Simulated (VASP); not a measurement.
# Ag (P6_3/mmc) in VASP: notebook, part 2 of 2

VASP 6.6.1.

### Step 4. Single point, PBEsol (16.16 Å³/atom)

This run uses another cell than the first one, of 16.16 Å³/atom.

The input, INCAR:

```
SYSTEM = Ag
ALGO     = Fast           ! electronic algorithm
EDIFF    = 1E-6           ! SCF threshold, eV
ENCUT    = 520            ! plane-wave cutoff, eV
GGA      = PS             ! functional
ISIF     = 2              ! what is computed and relaxed
ISMEAR   = 0              ! smearing method
LASPH    = .True.         ! aspherical terms in the spheres
LCHARG   = .False.        ! write CHGCAR
LREAL    = .False.        ! projectors in reciprocal space
LWAVE    = .False.        ! write WAVECAR
NBANDS   = 30             ! bands
NELM     = 100            ! most SCF steps
PREC     = Accurate       ! precision mode
SIGMA    = 0.1            ! smearing width, eV
```

The input, KPOINTS:

```
k-points
0
Gamma
  18 18 4
  0 0 0
```

The input, POSCAR:

```
Ag
1.0
    2.8419516628      0.0000000000      0.0000000000
   -1.4209758314      2.4612023363      0.0000000000
    0.0000000000      0.0000000000      9.2437285921
Ag
4
Direct
    0.3333333333      0.6666666667      0.2500000000
    0.6666666667      0.3333333333      0.7500000000
    0.0000000000      0.0000000000      0.0000000000
    0.0000000000      0.0000000000      0.5000000000
```

Potentials or basis: VASP PAW PBE potentials, release 64 (Ag).

Started as:

```sh
$ cat potpaw_PBE.64/Ag/POTCAR > POTCAR
$ mpirun -np 1 vasp_std > vasp.out
```

OUTCAR:

```text
SYSTEM = Ag
   EDIFF = 1E-6
   ENCUT = 520
   GGA = PS
   ISIF = 2
   ISMEAR = 0
   LASPH = .True.
   LREAL = .False.
   NELM = 100
   PREC = Accurate

 ion  position               nearest neighbor table
   1  0.333  0.667  0.250-   3 2.83   4 2.83   3 2.83   4 2.83   3 2.83   4 2.83
   2  0.667  0.333  0.750-   3 2.83   4 2.83   3 2.83   4 2.83   3 2.83   4 2.83
   3  0.000  0.000  0.000-   1 2.83   2 2.83   1 2.83   2 2.83   2 2.83   1 2.83
   4  0.000  0.000  0.500-   1 2.83   2 2.83   1 2.83   2 2.83   2 2.83   1 2.83

  LATTYP: Found a hexagonal cell.
 ALAT       =     2.8419516628
 C/A-ratio  =     3.2525988085

  Lattice vectors:

 A1 = (   2.8419516628,   0.0000000000,   0.0000000000)
 A2 = (  -1.4209758314,   2.4612023363,   0.0000000000)
 A3 = (   0.0000000000,   0.0000000000,   9.2437285921)

Analysis of symmetry for initial positions (statically):
=====================================================================
 Subroutine PRICEL returns:
 Original cell was already a primitive cell.

 Routine SETGRP: Setting up the symmetry group for a
 hexagonal supercell.

 Subroutine GETGRP returns: Found 24 space group operations
 (whereof 12 operations were pure point group operations)
 out of a pool of 24 trial point group operations.

The static configuration has the point symmetry D_3d.
 The point group associated with its full space group is D_6h.

Analysis of symmetry for dynamics (positions and initial velocities):
=====================================================================
 Subroutine PRICEL returns:
 Original cell was already a primitive cell.

 Routine SETGRP: Setting up the symmetry group for a
 hexagonal supercell.

 Subroutine GETGRP returns: Found 24 space group operations
 (whereof 12 operations were pure point group operations)
 out of a pool of 24 trial point group operations.

The dynamic configuration has the point symmetry D_3d.
[... 118 lines left out ...]
   EFERMI =   0.00;   METHOD = LEGACY
   ISMEAR =     0;   SIGMA  =   0.10  broadening in eV -4-tet -1-fermi 0-gaus
   EFERMI_NEDOS =   21; number of points for ismear=-14 and -15
   IALGO  =     68    algorithm
   IMIX   =      4    mixing-type and parameters
     AMIX     =   0.40;   BMIX     =  1.00
     AMIX_MAG =   1.60;   BMIX_MAG =  1.00
  volume/ion in A,a.u.               =      16.16       109.08
  Fermi-wavevector in a.u.,A,eV,Ry     =   1.439976  2.721161 28.212110  2.073532
  Thomas-Fermi vector in A             =   2.558772
   LORBIT       =      0    0 simple, 1 ext, 2 COOP (PROOUT), +10 PAW based schemes
   GGA     = PS    functional components
   LHFCALC =     F    Hartree Fock is set to
   AEXX    =    0.0000 exact exchange contribution
   IVDW    =     0    specifies the selected vdW correction
   LEPSILON=     F    determine dielectric tensor
   LRPA    =     F    only Hartree local field effects (RPA)
 non-spin polarized calculation
 RMM-DIIS sequential band-by-band and
 Gauss-broadening in eV      SIGMA  =   0.10
  energy-cutoff  :      520.00
  volume of cell :       64.66
 maximum number of plane-waves:      1760
 NGX is ok and might be reduce to    24
   NGX = 11   NGY = 11   NGZ = 35

 number of electron      43.9999994 magnetization

 Free energy of the ion-electron system (eV)
  ---------------------------------------------------
  ext. energy  EPLUGINS =         0.00000000
  ---------------------------------------------------
  free energy    TOTEN  =       -13.20557130 eV

  energy without entropy =      -13.20193430  energy(sigma->0) =      -13.20375280

 E-fermi :   8.9990     XC(G=0): -12.7334

 val. band max:        8.9980998819   @ k =   0.4444   0.0556   0.5000
 cond. band min:       9.0895165004   @ k =   0.1667   0.1111   0.5000
 fundamental gap:      0.0914166185
 Fermi energy:         8.9989908415

 k-point     1 :       0.0000    0.0000    0.0000
  band No.  band energies     occupation
      1       0.7609      2.00000
      2       2.2350      2.00000
      3       2.2409      2.00000
      4       2.2546      2.00000
      5       4.0029      2.00000
      6       4.0029      2.00000
[... 781 lines left out ...]
     29      18.2215      0.00000
     30      19.4183      0.00000

 [... further k-points ...]
[... 5 lines left out ...]
  --------------------------------------------------------------------------------------
  -------------------------------------------------------------------------------------
  Total        1.4649735      1.4649735      1.4531012      0.0000000      0.0000000      0.0000000
  in kB       36.3018838     36.3018838     36.0076891      0.0000000      0.0000000      0.0000000
  external PRESSURE =      36.2038189 kB  Pullay stress =       0.0000000 kB

 VOLUME and BASIS-vectors are now :
 -----------------------------------------------------------------------------
  energy-cutoff  :      520.00
  volume of cell :       64.66
      direct lattice vectors                 reciprocal lattice vectors
     2.841951663  0.000000000  0.000000000     0.351870869  0.203152741  0.000000000
    -1.420975831  2.461202336  0.000000000     0.000000000  0.406305481  0.000000000
     0.000000000  0.000000000  9.243728592     0.000000000  0.000000000  0.108181454

 POSITION                                       TOTAL-FORCE (eV/Angst)
 -----------------------------------------------------------------------------------
     -0.00000      1.64080      2.31093        -0.000000      0.000000      0.000000
      1.42098      0.82040      6.93280         0.000000     -0.000000     -0.000000
      0.00000      0.00000      0.00000         0.000000      0.000000      0.000000
      0.00000      0.00000      4.62186         0.000000      0.000000      0.000000
 -----------------------------------------------------------------------------------
    total drift:                               -0.000000      0.000000      0.000000

  FREE ENERGIE OF THE ION-ELECTRON SYSTEM (eV)
  ---------------------------------------------------
  free  energy   TOTEN  =       -13.2055713037 eV

  energy  without entropy=      -13.2019343000  energy(sigma->0) =      -13.20375280
```

OSZICAR:

```text
N       E                     dE             d eps       ncg     rms          rms(c)
DAV:   1     0.300523208139E+03    0.30052E+03   -0.22772E+04  6676   0.147E+03
DAV:   2    -0.777085669430E+01   -0.30829E+03   -0.29291E+03  6936   0.340E+02
DAV:   3    -0.146440532324E+02   -0.68732E+01   -0.68345E+01  7690   0.581E+01
DAV:   4    -0.146739845009E+02   -0.29931E-01   -0.29928E-01  7146   0.374E+00
DAV:   5    -0.146742685618E+02   -0.28406E-03   -0.28406E-03  7628   0.388E-01    0.128E+01
RMM:   6    -0.132684333706E+02    0.14058E+01   -0.39325E+00  6668   0.133E+01    0.742E+00
RMM:   7    -0.132204524546E+02    0.47981E-01   -0.13870E-01  6840   0.240E+00    0.391E+00
RMM:   8    -0.132057903063E+02    0.14662E-01   -0.13668E-02  7037   0.878E-01    0.478E-01
RMM:   9    -0.132055709197E+02    0.21939E-03   -0.20627E-03  7220   0.299E-01    0.128E-01
RMM:  10    -0.132055860183E+02   -0.15099E-04   -0.24125E-04  7325   0.899E-02    0.115E-01
RMM:  11    -0.132055734249E+02    0.12593E-04   -0.32075E-05  7286   0.335E-02    0.675E-02
RMM:  12    -0.132055707708E+02    0.26540E-05   -0.24160E-05  7204   0.328E-02    0.920E-03
RMM:  13    -0.132055713037E+02   -0.53290E-06   -0.31099E-06  4982   0.106E-02
   1 F= -.13205571E+02 E0= -.13203753E+02  d E =-.363700E-02
```

It took 4.8 min on 1 thread of Intel Xeon 8259CL, shared host; peak memory 0.3 GiB.

What came out:

```yaml
Free_energy: -13.2056 eV
Pressure: 3.6 GPa
Band_gap_on_the_k_mesh: zero (bands 22 and 23 overlap by 6.61 eV)
```

Levels at points of the mesh, in eV from the Fermi level:
```
           k point  band 19  band 20  band 21  band 22  band 23  band 24  band 25  band 26
(0.00, 0.00, 0.00)    -3.70    -3.45    -3.45    -3.01    -3.01    -0.58     3.94    11.58
(0.50, 0.00, 0.00)    -2.80    -2.77    -0.37     0.58     1.05     1.58     4.58     4.65
(0.00, 0.00, 0.50)    -3.19    -3.19    -3.19    -3.19    -2.66    -2.66     6.84     6.84
(0.50, 0.00, 0.50)    -2.81    -2.81     0.15     0.15     1.41     1.41     4.98     4.98
```

Caveat: the cell stands under pressure; the PAW data sets were made with another functional, which shifts forces and pressure a little.

### Step 5. Summary

```csv
cell,further INCAR settings,gap on the mesh (eV),pressure (GPa)
"a = 2.782, b = 2.782, c = 9.049 Å, angles 90.0, 90.0, 120.0°, 4 atoms",ALGO = Fast; EDIFF = 1e-07; NBANDS = 30,none,14.3
"a = 2.812, b = 2.812, c = 9.147 Å, angles 90.0, 90.0, 120.0°, 4 atoms",ALGO = Fast; EDIFF = 1e-07; NBANDS = 30,none,8.5
"a = 2.842, b = 2.842, c = 9.244 Å, angles 90.0, 90.0, 120.0°, 4 atoms",ALGO = Fast; EDIFF = 1e-06; NBANDS = 30,none,3.6
```

Alike in all rows: task single point; level PBEsol; potentials or basis VASP PAW PBE potentials, release 64 (Ag); no spin polarisation; k mesh 18 × 18 × 4; cutoff (eV) 520; smearing gaussian 0.1 eV.

Caveats: the cell stands under pressure; the PAW data sets were made with another functional, which shifts forces and pressure a little.

Absolute energies hang on the potentials; compare differences alone.

The gap in the log of VASP goes by the Fermi energy; the results here count the filled bands.